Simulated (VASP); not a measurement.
Crystal: Hf2Bi2O.

```
CELL_PARAMETERS angstrom
4.03005 0.00000 0.00000
-2.01503 3.49013 0.00000
0.00000 0.00000 8.15553
ATOMIC_POSITIONS crystal
Hf 0.33333 0.66667 0.20546
Hf 0.33333 0.66667 0.79454
Bi 0.66667 0.33333 0.00000
Bi 0.00000 0.00000 0.00000
O 0.00000 0.00000 0.50000
```

The cell was built from a structure type or drawn by symmetry, and may not be a known phase.

```yaml
Program: VASP 6.6.1
Task: relaxation of cell and atoms
Functional: PBE
Potentials_or_basis: VASP PAW PBE potentials, release 64 (Hf_pv, Bi_d, O)
Cutoff: 600 eV
k_mesh: 6 × 6 × 2
Occupations: gaussian, width 0.1 eV
Spin: no spin polarisation
```

At the start: pressure 53.7 GPa; volume 22.94 Å³/atom.

Q: Where does the relaxation end?

A: Over 19 steps the energy falls by 2889.3 meV/atom and the volume is 25.28 Å³/atom (+10.2 %); space group P-6m2 (No. 187, to 0.1 Å) before and after.

Step by step:
```csv
step,energy change (eV),largest force (eV/Å),pressure (GPa),volume (Å³)
1,0.0000,4.2558,53.70,114.71
2,-4.3524,1.3699,-12.53,272.96
3,-10.7294,1.2746,-6.77,179.15
4,-10.7771,1.1704,-5.97,175.72
5,-10.7933,1.0479,-4.99,172.07
6,-12.7871,0.2011,-3.50,153.51
7,-13.3956,1.5982,-0.71,143.36
8,-12.7535,9.7292,8.52,121.91
9,-13.5436,2.3365,0.11,139.63
10,-13.5269,4.7952,2.30,131.22
11,-13.6029,3.5413,1.27,135.80
12,-14.3059,1.1516,-1.86,129.31
13,-14.3061,1.0243,-1.93,129.11
14,-14.4124,0.6158,1.49,122.85
15,-14.4246,0.1753,0.68,124.27
16,-14.4447,0.1667,0.36,125.60
17,-14.4448,0.1648,0.32,125.69
18,-14.4464,0.0462,-0.14,126.67
19,-14.4466,0.0073,-0.03,126.42
```

Final structure:
```
CELL_PARAMETERS angstrom
5.18133 0.00000 0.00000
-2.59066 4.48716 0.00000
0.00000 0.00000 5.43776
ATOMIC_POSITIONS crystal
Hf 0.33333 0.66667 0.23901
Hf 0.33333 0.66667 0.76099
Bi 0.66667 0.33333 0.00000
Bi 0.00000 0.00000 0.00000
O 0.00000 0.00000 0.50000
```

Caveat: the k points lie up to 0.58 Å⁻¹ apart in the final cell; a cell axis changed by over 15 % at a fixed basis, so the end point is rough.
